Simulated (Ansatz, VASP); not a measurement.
## HfC in VASP and in Ansatz

File INCAR:

```
SYSTEM = HfC
ALGO = Normal
EDIFF = 1E-6
ENCUT = 520
GGA = PE
ISIF = 2
ISMEAR = 0
LASPH = .TRUE.
LCHARG = .TRUE.
LELF = .TRUE.
LREAL = .FALSE.
LVHAR = .TRUE.
LWAVE = .FALSE.
NBANDS = 14
NELM = 100
PREC = Accurate
SIGMA = 0.15
```

KPOINTS

```
k-points
0
G
  18 18 18
  0 0 0
```

POSCAR

```
HfC
1.0
    0.0000000000      2.3250000000      2.3250000000
    2.3250000000      0.0000000000      2.3250000000
    2.3250000000      2.3250000000      0.0000000000
Hf C
1 1
Direct
    0.5000000000      0.5000000000      0.5000000000
   -0.0967741935     -0.0967741935     -0.0400851835
```

Input for Ansatz:

```yaml
crystal:
  lattice:
    - [0.0, 2.325, 2.325]
    - [2.325, 0.0, 2.325]
    - [2.325, 2.325, 0.0]
  atoms:
    - { symbol: Hf, position: [0.5, 0.5, 0.5] }
    - { symbol: C, position: [-0.0967741935, -0.0967741935, -0.0400851835] }
basis:
  ecutwfc: 420
kpoints:
  mp_grid: { grid: [18, 18, 18] }
hamiltonian:
  xc: pbe
scf:
  occupations: { method: gaussian, width: 0.15 }
output:
  forces: true
  stress: true
  eigenvalues: true
```

Alike in both runs: task single point; functional PBE; k mesh 18 × 18 × 18; occupations gaussian, width 0.15 eV; no spin polarisation.

|  | VASP | Ansatz |
| --- | --- | --- |
| version | VASP 6.6.1 | Ansatz 0.2.0 |
| potentials or method | VASP PAW PBE potentials, release 64 (Hf_pv, C), cutoff 520 eV | scalar-relativistic, plane waves, PAW |
| valence electrons in the cell | 14 | 30 |

|  | VASP | Ansatz | Ansatz less VASP |
| --- | --- | --- | --- |
| gap on the k mesh at the Fermi level (eV) | 1.07 | 1.05 | -0.027 |
| least direct gap on the mesh (eV) | 1.21 | 1.16 | -0.049 |
| rms of the force components (eV/Å) | 3.106 | 3.067 | -0.0388 |

Atom by atom the forces differ by 0.042 eV/Å (rms over components). VASP's potentials hold 14 valence electrons a cell and Ansatz's 30, so a difference there can come from the potentials and not from the codes.

Neither program's run includes spin-orbit coupling.
